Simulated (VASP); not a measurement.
# C (Fd-3m) in VASP: settings compared, part 2 of 2

VASP 6.6.1.

## Step 3: G0W0 quasiparticle levels, PBE

The input, POSCAR:

```
C
1.0
    0.0000000000      1.7801243542      1.7801243542
    1.7801243542      0.0000000000      1.7801243542
    1.7801243542      1.7801243542      0.0000000000
C
2
Direct
    0.0000000000      0.0000000000      0.0000000000
    0.2500000000      0.2500000000      0.2500000000
```

The input, INCAR.step1:

```
  PREC = Accurate
  ENCUT = 500
  EDIFF = 1E-8
  ISMEAR = 0
  SIGMA = 0.01
  LREAL = F
  LASPH = T
  NELM = 100
  ALGO = Normal
  LWAVE = T
  LCHARG = F
  GGA = PE
```

The input, INCAR.step2:

```
  PREC = Accurate
  ENCUT = 500
  EDIFF = 1E-8
  ISMEAR = 0
  SIGMA = 0.01
  LREAL = F
  LASPH = T
  NELM = 1
  ALGO = Exact
  LWAVE = T
  LCHARG = F
  GGA = PE
  NBANDS = 37
  LOPTICS = T
  ISTART = 1
```

The input, INCAR.step3:

```
  PREC = Accurate
  ENCUT = 500
  EDIFF = 1E-8
  ISMEAR = 0
  SIGMA = 0.01
  LREAL = F
  LASPH = T
  ALGO = EVGW0
  LWAVE = F
  LCHARG = F
  GGA = PE
  NELMGW = 1
  NBANDS = 37
  ENCUTGW = 120.0
  NOMEGA = 48
  PRECFOCK = Fast
  ISTART = 1
  NBANDSGW = 12
```

The input, KPOINTS:

```
Automatic mesh
0
Gamma
  6 6 6
```

Potentials or basis: VASP PAW PBE potentials, release 64 (C_GW).

Command:

```sh
$ cat potpaw_PBE.64/C_GW/POTCAR > POTCAR
$ cp INCAR.step1 INCAR
$ mpirun -np 1 vasp_std > vasp.out
$ cp INCAR.step2 INCAR
$ mpirun -np 1 vasp_std > vasp.out
$ cp INCAR.step3 INCAR
$ mpirun -np 1 vasp_std > vasp.out
```

OUTCAR:

```text
PREC = Accurate
   ENCUT = 500
   EDIFF = 1E-8
   ISMEAR = 0
   LREAL = F
   LASPH = T
   GGA = PE
   NELMGW = 1
   ENCUTGW = 120.0
   PRECFOCK = Fast
   ISTART = 1

 ion  position               nearest neighbor table
   1  0.000  0.000  0.000-   2 1.54   2 1.54   2 1.54   2 1.54
   2  0.250  0.250  0.250-   1 1.54   1 1.54   1 1.54   1 1.54

  LATTYP: Found a face centered cubic cell.
 ALAT       =     3.5602487084

  Lattice vectors:

 A1 = (   0.0000000000,   1.7801243542,   1.7801243542)
 A2 = (   1.7801243542,   0.0000000000,   1.7801243542)
 A3 = (   1.7801243542,   1.7801243542,   0.0000000000)

Analysis of symmetry for initial positions (statically):
=====================================================================
 Subroutine PRICEL returns:
 Original cell was already a primitive cell.

 Routine SETGRP: Setting up the symmetry group for a
 face centered cubic supercell.

 Subroutine GETGRP returns: Found 48 space group operations
 (whereof 24 operations were pure point group operations)
 out of a pool of 48 trial point group operations.

The static configuration has the point symmetry T_d .
 The point group associated with its full space group is O_h .

Analysis of symmetry for dynamics (positions and initial velocities):
=====================================================================
 Subroutine PRICEL returns:
 Original cell was already a primitive cell.

 Routine SETGRP: Setting up the symmetry group for a
[... 114 lines left out ...]
   EFERMI_NEDOS =   21; number of points for ismear=-14 and -15
   IALGO  =     38    algorithm
   IMIX   =      4    mixing-type and parameters
     AMIX     =   0.40;   BMIX     =  1.00
     AMIX_MAG =   1.60;   BMIX_MAG =  1.00
  volume/ion in A,a.u.               =       5.64        38.07
  Fermi-wavevector in a.u.,A,eV,Ry     =   1.459860  2.758735 28.996609  2.131191
  Thomas-Fermi vector in A             =   2.576377
   LORBIT       =      0    0 simple, 1 ext, 2 COOP (PROOUT), +10 PAW based schemes
   GGA     = PE    functional components
   LHFCALC =     T    Hartree Fock is set to
   PRECFOCK=fast      Normal, Fast or Accurate (Low or Medium for compatibility)
   ENCUT4O =  -1.0   cutoff for four orbital integrals eV
   NKREDX  =     1    reduce k-point grid by
   NKREDY  =     1    reduce k-point grid by
   NKREDZ  =     1    reduce k-point grid by
   AEXX    =    1.0000 exact exchange contribution
   HFSCREEN=    0.0000 screening length (either q_TF or 0.3 A-1)
   HFSCREENC=   0.0000 screening length for correlation (either q_TF or 0.3 A-1)
   ENCUTFOCK=  -1.0 apply spherical cutoff to Coloumb kernel
   IVDW    =     0    specifies the selected vdW correction
   LEPSILON=     F    determine dielectric tensor
   LRPA    =     F    only Hartree local field effects (RPA)
   LRPAFORCE           =     F    calculate RPA forces
   ENCUTGW             = 120.0    cutoff for response function in eV
   ENCUTGWSOFT         =  96.0    soft cutoff for Coulomb kernel in GW response function in eV
   ENCUTLF             =  -1.0    cutoff for local field effects
   NELMGW              =     1    number of iterations in solving QP/BSE equation
   NELMHF              =     1    number of iterations in the inner HF iteration
   NKREDLFX            =     1    NKREDLFY  =   1   NKREDLFZ  =   1
 non-spin polarized calculation
 Gauss-broadening in eV      SIGMA  =   0.01
  energy-cutoff  :      500.00
  volume of cell :       11.28
 maximum number of plane-waves:       302
  NGX = 12; NGY = 12; NGZ = 12
   NGX =  9   NGY =  9   NGZ =  9
 maximum number of plane-waves:        40
 NGX is ok and might be reduce to    10

 QP shifts <psi_nk| G(iteration)W_0 |psi_nk>: iteration 1
 for sc-GW calculations column KS-energies equals QP-energies in previous step
 and V_xc(KS)=  KS-energies - (<T + V_ion + V_H > + <T+V_H+V_ion>^1  + <V_x>^1)

 k-point   1 :       0.0000    0.0000    0.0000
  band No.  KS-energies  QP-energies   sigma(KS)   V_xc(KS)     V^pw_x(r,r')   Z            occupation Imag(sigma)

      1     -11.7046     -13.1962     -16.7647     -14.7920     -25.4559       0.7561       2.0000       1.4745
      2       9.8438       9.5315     -17.1920     -16.8145     -19.2155       0.8272       2.0000       0.0768
      3       9.8438       9.5315     -17.1920     -16.8145     -19.2155       0.8272       2.0000       0.0768
      4       9.8438       9.5315     -17.1920     -16.8145     -19.2155       0.8272       2.0000       0.0768
      5      15.4505      16.7730     -13.9319     -15.5365      -9.3291       0.8242       0.0000      -0.1084
      6      15.4505      16.7730     -13.9319     -15.5365      -9.3291       0.8242       0.0000      -0.1084
      7      15.4505      16.7730     -13.9319     -15.5365      -9.3291       0.8242       0.0000      -0.1084
      8      23.2911      24.6104     -14.6838     -16.3841      -7.7685       0.7759       0.0000      -0.2556
      9      29.2088      29.7070     -11.2761     -11.8925      -4.3427       0.8082       0.0000      -0.4201
     10      36.4414      37.7730     -12.3061     -13.9081      -5.9182       0.8312       0.0000      -0.5903
     11      36.4414      37.7730     -12.3061     -13.9081      -5.9182       0.8312       0.0000      -0.5903
     12      37.4454      38.1650     -10.6727     -11.5373      -3.2737       0.8323       0.0000      -1.0743
[... 228 lines left out ...]
      1      -2.4120      -3.5666     -17.3200     -15.8009     -23.3944       0.7600       2.0000       0.4209
      2      -2.4120      -3.5666     -17.3200     -15.8009     -23.3944       0.7600       2.0000       0.4209
      3       1.9896       1.0679     -16.2880     -15.1269     -20.2840       0.7939       2.0000       0.1815
      4       1.9896       1.0679     -16.2880     -15.1269     -20.2840       0.7939       2.0000       0.1815
      5      18.0912      19.1538     -12.9612     -14.2519      -7.6327       0.8233       0.0000      -0.1393
      6      18.0912      19.1538     -12.9612     -14.2519      -7.6327       0.8233       0.0000      -0.1393
      7      24.4266      26.0740     -14.1297     -16.2511      -6.9648       0.7766       0.0000      -0.2976
      8      24.4266      26.0740     -14.1297     -16.2511      -6.9648       0.7766       0.0000      -0.2976
      9      31.6282      33.0955     -13.4140     -15.2864      -5.4953       0.7837       0.0000      -0.6256
     10      31.6282      33.0955     -13.4140     -15.2864      -5.4953       0.7837       0.0000      -0.6256
     11      40.6171      41.7868     -11.9702     -13.4156      -4.2605       0.8092       0.0000      -1.0760
     12      40.6171      41.7868     -11.9702     -13.4156      -4.2605       0.8092       0.0000      -1.0760
```

OUTCAR.step1:

```text
PREC = Accurate
   ENCUT = 500
   EDIFF = 1E-8
   ISMEAR = 0
   LREAL = F
   LASPH = T
[... 386 lines left out ...]
 -----------------------------------------------------------------------------------
      0.00000      0.00000      0.00000         0.000000      0.000000      0.000000
      0.89006      0.89006      0.89006        -0.000000     -0.000000     -0.000000
 -----------------------------------------------------------------------------------
    total drift:                               -0.000000     -0.000000     -0.000000

  FREE ENERGIE OF THE ION-ELECTRON SYSTEM (eV)
  ---------------------------------------------------
  free  energy   TOTEN  =       -18.1920102249 eV

  energy  without entropy=      -18.1920102249  energy(sigma->0) =      -18.19201022
```

OUTCAR.step2:

```text
PREC = Accurate
   ENCUT = 500
   EDIFF = 1E-8
   ISMEAR = 0
   LREAL = F
[... 850 lines left out ...]
     0.00000     6.23459     6.23459     6.23459    -0.00000    -0.00000     0.00000
     1.52883     6.35800     6.35800     6.35800    -0.00000    -0.00000     0.00000
     3.05765     6.79473     6.79473     6.79473    -0.00000    -0.00000     0.00000
     4.58648     7.95253     7.95253     7.95253    -0.00000    -0.00000     0.00000
     6.11530     7.12492     7.12492     7.12492    -0.00000    -0.00000     0.00000
     7.64413     8.70007     8.70007     8.70007    -0.00000    -0.00000     0.00000
[... 92 lines left out ...]
   149.82488     0.95523     0.95523     0.95523     0.00000     0.00000    -0.00000
   151.35371     0.95619     0.95619     0.95619     0.00000     0.00000    -0.00000
```

Run time: 37 s. Hardware: 1 thread of Intel Xeon 6975P-C, shared host; peak memory 0.17 GiB.

Results:

```
Band gap on the k mesh, mean-field level : 4.17 eV, indirect (least direct gap 5.61 eV)
Quasiparticle gap                        : 5.36 eV
Least direct quasiparticle gap           : 7.24 eV
```

Caveat: the k points lie up to 0.51 Å⁻¹ apart; bands, screening cutoff and mesh are small and nothing is extrapolated, so the quasiparticle values aren't converged. A k mesh can miss the band edges.
